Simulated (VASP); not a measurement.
# Ti3C in VASP: further runs

Ti3C is run at these levels: PBE; tasks: single point.

Program: VASP 6.6.1. These are calculated values, not measurements. Logs are shortened: lines on timing, memory, paths and dates and some standing lists are left out, and cuts for length are marked.

## 1. The cell of the first run

The cell holds a slab with vacuum, 4 atoms: a = 2.908 Å, b = 2.908 Å, c = 19.306 Å, α = 90.00°, β = 90.00°, γ = 90.00°.

## 2. Single point, PBE

INCAR

```
PREC     = Accurate       # precision mode
ENCUT    = 520            # plane-wave cutoff, eV
EDIFF    = 1E-7           # SCF threshold, eV
ISMEAR   = 0              # smearing method
SIGMA    = 0.1            # smearing width, eV
LREAL    = F              # projectors in reciprocal space
LASPH    = T              # aspherical terms in the spheres
NELM     = 100            # most SCF steps
ALGO     = Normal         # electronic algorithm
ISIF     = 2              # what is computed and relaxed
LWAVE    = F              # write WAVECAR
LCHARG   = F              # write CHGCAR
LDIPOL   = T            
IDIPOL   = 3            
DIPOL    = 0.5 0.5 0.350
GGA      = PE             # functional
NBANDS   = 28             # bands
```

KPOINTS

```
Automatic mesh
0
Gamma
  9 9 1
```

POSCAR

```
Ti3C
1.0
    2.9075446952      0.0000000000      0.0000000000
    0.0000000000      2.9075446952      0.0000000000
    0.0000000000      0.0000000000     19.3059824261
Ti C
3 1
Direct
    0.5000000000      0.5000000000      0.2071896634
    0.0000000000      0.0000000000      0.3057583540
    0.5000000000      0.5000000000      0.4043297178
    0.5000000000      0.8333333333      0.4837032804
```

Potentials or basis: VASP PAW PBE potentials, release 64 (Ti_sv, C).

Launch:

```console
> cat potpaw_PBE.64/Ti_sv/POTCAR potpaw_PBE.64/C/POTCAR > POTCAR
> mpirun -np 1 vasp_std > vasp.out
```

OUTCAR:

```text
PREC = Accurate
   ENCUT = 520
   EDIFF = 1E-7
   ISMEAR = 0
   LREAL = F
   LASPH = T
   NELM = 100
   ISIF = 2
   GGA = PE

 ion  position               nearest neighbor table
   1  0.500  0.500  0.207-   2 2.80   2 2.80   2 2.80   2 2.80
   2  0.000  0.000  0.306-   1 2.80   1 2.80   1 2.80   1 2.80   3 2.80   3 2.80   3 2.80   3 2.80

   3  0.500  0.500  0.404-   4 1.81   4 2.47   2 2.80   2 2.80   2 2.80   2 2.80
   4  0.500  0.833  0.484-   3 1.81   3 2.47

  LATTYP: Found a simple tetragonal cell.
 ALAT       =     2.9075446952
 C/A-ratio  =     6.6399606713

  Lattice vectors:

 A1 = (   2.9075446952,   0.0000000000,   0.0000000000)
 A2 = (   0.0000000000,   2.9075446952,   0.0000000000)
 A3 = (   0.0000000000,   0.0000000000,  19.3059824261)

Analysis of symmetry for initial positions (statically):
=====================================================================
 Subroutine PRICEL returns:
 Original cell was already a primitive cell.

 Routine SETGRP: Setting up the symmetry group for a
 simple tetragonal supercell.

 Subroutine GETGRP returns: Found  2 space group operations
 (whereof  2 operations were pure point group operations)
 out of a pool of 16 trial point group operations.

The static configuration has the point symmetry C_1h.

Analysis of symmetry for dynamics (positions and initial velocities):
=====================================================================
 Subroutine PRICEL returns:
 Original cell was already a primitive cell.

 Routine SETGRP: Setting up the symmetry group for a
 simple tetragonal supercell.

 Subroutine GETGRP returns: Found  2 space group operations
 (whereof  2 operations were pure point group operations)
 out of a pool of 16 trial point group operations.

The dynamic configuration has the point symmetry C_1h.

 Subroutine INISYM returns: Found  2 space group operations
 (whereof  2 operations are pure point group operations),
 and found     1 'primitive' translations

----------------------------------------------------------------------------------------

                                     Primitive cell

  volume of cell :     163.2092

  direct lattice vectors                    reciprocal lattice vectors
     2.907544695  0.000000000  0.000000000     0.343932804  0.000000000  0.000000000
     0.000000000  2.907544695  0.000000000     0.000000000  0.343932804  0.000000000
     0.000000000  0.000000000 19.305982426     0.000000000  0.000000000  0.051797416

  length of vectors
     2.907544695  2.907544695 19.305982426     0.343932804  0.343932804  0.051797416

  position of ions in fractional coordinates (direct lattice)
     0.500000000  0.500000000  0.207189663
[... 91 lines left out ...]
   PSTRESS=    0.0 pullay stress
   NELECT =      40.0000    total number of electrons
   NUPDOWN=      -1.0000    fix difference up-down
   EMIN   =  10.00;   EMAX   =-10.00  energy-range for DOS
   EFERMI =   0.00;   METHOD = LEGACY
   ISMEAR =     0;   SIGMA  =   0.10  broadening in eV -4-tet -1-fermi 0-gaus
   EFERMI_NEDOS =   21; number of points for ismear=-14 and -15
   IALGO  =     38    algorithm
   IMIX   =      4    mixing-type and parameters
     AMIX     =   0.40;   BMIX     =  1.00
     AMIX_MAG =   1.60;   BMIX_MAG =  1.00
  volume/ion in A,a.u.               =      40.80       275.35
  Fermi-wavevector in a.u.,A,eV,Ry     =   1.024503  1.936030 14.280764  1.049607
  Thomas-Fermi vector in A             =   2.158294
   LORBIT       =      0    0 simple, 1 ext, 2 COOP (PROOUT), +10 PAW based schemes
   GGA     = PE    functional components
   LHFCALC =     F    Hartree Fock is set to
   AEXX    =    0.0000 exact exchange contribution
   IVDW    =     0    specifies the selected vdW correction
   LEPSILON=     F    determine dielectric tensor
   LRPA    =     F    only Hartree local field effects (RPA)
 non-spin polarized calculation
 Gauss-broadening in eV      SIGMA  =   0.10
  energy-cutoff  :      520.00
  volume of cell :      163.21
 maximum number of plane-waves:      4439
 NGX is ok and might be reduce to    24
   NGX = 11   NGY = 11   NGZ = 71

 number of electron      40.0000013 magnetization

 dipolmoment           0.000000      0.000000      0.136698 electrons x Angstroem

 Free energy of the ion-electron system (eV)
  ---------------------------------------------------
  ext. energy  EPLUGINS =         0.00000000
  ---------------------------------------------------
  free energy    TOTEN  =       -27.20473015 eV

  energy without entropy =      -27.16668936  energy(sigma->0) =      -27.18570975

 E-fermi :  -0.5100     XC(G=0):  -5.1792

 val. band max:       -0.5107154023   @ k =   0.0000   0.0000   0.0000
 cond. band min:      -0.5075703210   @ k =   0.3333   0.0000   0.0000
 fundamental gap:      0.0031450813
 Fermi energy:        -0.5099806342

 k-point     1 :       0.0000    0.0000    0.0000
  band No.  band energies     occupation
      1     -57.3355      2.00000
      2     -56.9540      2.00000
      3     -56.5120      2.00000
      4     -33.7437      2.00000
      5     -33.3907      2.00000
      6     -33.3581      2.00000
[... 733 lines left out ...]
     27       2.2984      0.00000
     28       2.8920      0.00000

 [... further k-points ...]

------------------------ aborting loop because EDIFF is reached ----------------------------------------

 vacuum level on the upper side and lower side of the slab       (xc-potential included)         1.274        -1.628

  FORCE on cell =-STRESS in cart. coord.  units (eV):
  Direction    XX          YY          ZZ          XY          YZ          ZX
  --------------------------------------------------------------------------------------
  -------------------------------------------------------------------------------------
  Total       -0.2004544      0.2598673      1.6531554      0.0000000      2.2033881      0.0000000
  in kB       -1.9678027      2.5510413     16.2285443      0.0000000     21.6300179      0.0000000
  external PRESSURE =       5.6039276 kB  Pullay stress =       0.0000000 kB

 VOLUME and BASIS-vectors are now :
 -----------------------------------------------------------------------------
  energy-cutoff  :      520.00
  volume of cell :      163.21
      direct lattice vectors                 reciprocal lattice vectors
     2.907544695  0.000000000  0.000000000     0.343932804  0.000000000  0.000000000
     0.000000000  2.907544695  0.000000000     0.000000000  0.343932804  0.000000000
     0.000000000  0.000000000 19.305982426     0.000000000  0.000000000  0.051797416

 POSITION                                       TOTAL-FORCE (eV/Angst)
 -----------------------------------------------------------------------------------
      1.45377      1.45377      4.00000         0.000000      0.053451      0.236046
      0.00000      0.00000      5.90297         0.000000      0.476439     -1.314432
      1.45377      1.45377      7.80598         0.000000     -2.692293      1.037951
      1.45377      2.42295      9.33837         0.000000      2.162403      0.040435
 -----------------------------------------------------------------------------------
    total drift:                                0.000000     -0.000000     -0.000211

  FREE ENERGIE OF THE ION-ELECTRON SYSTEM (eV)
  ---------------------------------------------------
  free  energy   TOTEN  =       -27.2047301472 eV

  energy  without entropy=      -27.1666893613  energy(sigma->0) =      -27.18570975

 vacuum level on the upper side and lower side of the slab         6.077         3.092
```

stdout:

```text
POSCAR found type information on POSCAR TiC
 POSCAR found :  2 types and       4 ions
 scaLAPACK will be used
 LDA part: xc-table for (Slater+PW92), standard interpolation
 POSCAR, INCAR and KPOINTS ok, starting setup
 FFT: planning ... GRIDC
 FFT: planning ... GRID_SOFT
 FFT: planning ... GRID
 WAVECAR not read
 entering main loop
```

Run time: 2 min. Hardware: 1 thread of Intel Xeon Platinum 8559C (Emerald Rapids), shared host; peak memory 0.31 GiB.

What came out:

```
Free energy            : -27.2047 eV
Largest force          : 2.885 eV/Å
Band gap on the k mesh : zero (bands 20 and 21 overlap by 0.34 eV)
```

Forces on the atoms (eV/Å):
```
Ti   0.000  0.053  0.236
Ti   0.000  0.476 -1.314
Ti   0.000 -2.692  1.038
C    0.000  2.162  0.040
```

Levels at points of the mesh, in eV from the Fermi level:
```tsv
k point	band 16	band 17	band 18	band 19	band 20	band 21	band 22	band 23	band 24	band 25
(0.00, 0.00, 0.00)	-2.56	-1.67	-0.90	-0.24	0.00	0.61	0.78	1.28	1.42	2.21
```

## 3. Single point, PBE

INCAR

```
SYSTEM = Ti3C
ALGO = Normal
DIPOL = 0.5 0.5 0.354
EDIFF = 1E-7
ENCUT = 520
GGA = PE
IDIPOL = 3
ISIF = 2
ISMEAR = 0
LASPH = .True.
LCHARG = .False.
LDIPOL = .True.
LREAL = .False.
LWAVE = .False.
NBANDS = 28
NELM = 60
PREC = Accurate
SIGMA = 0.1
```

KPOINTS

```
k-points
0
Gamma
  9 9 1
  0 0 0
```

Edit POSCAR of step 2 so:

```diff
@@ -11,2 +11,2 @@
     0.5000000000      0.5000000000      0.4043297178
-    0.5000000000      0.8333333333      0.4837032804
+    0.5000000000      0.6666666667      0.4994640847
```

Potentials or basis: VASP PAW PBE potentials, release 64 (Ti_sv, C).

Launch:

```console
> cat potpaw_PBE.64/Ti_sv/POTCAR potpaw_PBE.64/C/POTCAR > POTCAR
> mpirun -np 1 vasp_std > vasp.out
```

It took 2.4 min on 1 thread of Intel Xeon Platinum 8559C (Emerald Rapids), shared host; peak memory 0.31 GiB.

The run converged. Its results:

* Free energy: -26.4138 eV
* Largest force: 1.816 eV/Å
* Band gap on the k mesh: zero (bands 20 and 21 overlap by 0.35 eV)

Forces in eV/Å, atoms in the order of the input:
```
Ti   0.000  0.056  0.033
Ti   0.000  0.387 -1.064
Ti   0.000 -1.520  0.994
C    0.000  1.077  0.037
```

Levels at points of the mesh, in eV from the Fermi level:
```tsv
k point	band 16	band 17	band 18	band 19	band 20	band 21	band 22	band 23	band 24	band 25
(0.00, 0.00, 0.00)	-2.44	-1.61	-0.76	-0.45	-0.01	0.75	0.90	1.09	1.51	1.73
```

(Continued in part 2 of 2.)
